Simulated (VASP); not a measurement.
Set up this calculation in VASP 6.6.1, as the native input.

* Task: single point
* Functional: PBEsol
* Potentials or basis: VASP PAW PBE potentials, release 64 (W_sv, S)
* Cutoff: 520 eV
* k mesh: 12 × 12 × 2
* Occupations: gaussian, width 0.02 eV
* Spin: no spin polarisation
* Dipole correction: no
* Further INCAR settings: ALGO = Normal; EDIFF = 1e-06; NBANDS = 49

The structure of WS2 lies in POSCAR:

```
WS2
1.0
    3.2416969492      0.0000000000      0.0000000000
   -1.6208484746      2.8073919094      0.0000000000
    0.0000000000      0.0000000000     18.7372438219
W S
3 6
Direct
    0.6666666667      0.3333333333      0.3326610999
    0.3333333333      0.6666666667      0.6659944332
    0.0000000000      0.0000000000      0.9993277665
    0.3333333333      0.6666666667      0.2508048775
    0.6666666667      0.3333333333      0.0811673560
    0.0000000000      0.0000000000      0.5841382108
    0.3333333333      0.6666666667      0.4145006893
    0.6666666667      0.3333333333      0.9174715442
    0.0000000000      0.0000000000      0.7478340226
```

This cell differs from its parent crystal: biaxial strain in the a-b plane: +3.0 %, then relaxed in part.

The input as run:

INCAR

```
PREC = Accurate
ENCUT = 520
EDIFF = 1E-6
ISMEAR = 0
SIGMA = 0.02
LREAL = F
LASPH = T
NELM = 100
ALGO = Normal
ISIF = 2
LWAVE = F
LCHARG = F
GGA = PS
NBANDS = 49
```

KPOINTS

```
Automatic mesh
0
Gamma
  12 12 2
```

Potentials or basis: VASP PAW PBE potentials, release 64 (W_sv, S).

Run with:

```bash
$ cat potpaw_PBE.64/W_sv/POTCAR potpaw_PBE.64/S/POTCAR > POTCAR
$ mpirun -np 1 vasp_std > vasp.out
```

It gave:

The pressure is -5.2 GPa. The largest force is 0.019 eV/Å and the band gap on the k mesh is 0.70 eV.

Caveat: the cell differs from its parent crystal (biaxial strain in the a-b plane: +3.0 %, then relaxed in part); the stress differs along the axes, from -8 to 0 GPa; the PAW data sets were made with another functional, which shifts forces and pressure a little; spin-orbit coupling is left out, which moves the levels of the heavy elements; this functional lacks dispersion, which binds layers or chains, so the pressure and a relaxed spacing across them are unreliable.

Wall time 2.7 min on 1 thread of Intel(R) Xeon(R) 6975P-C (Granite Rapids), on a shared host, peak memory 0.39 GiB.
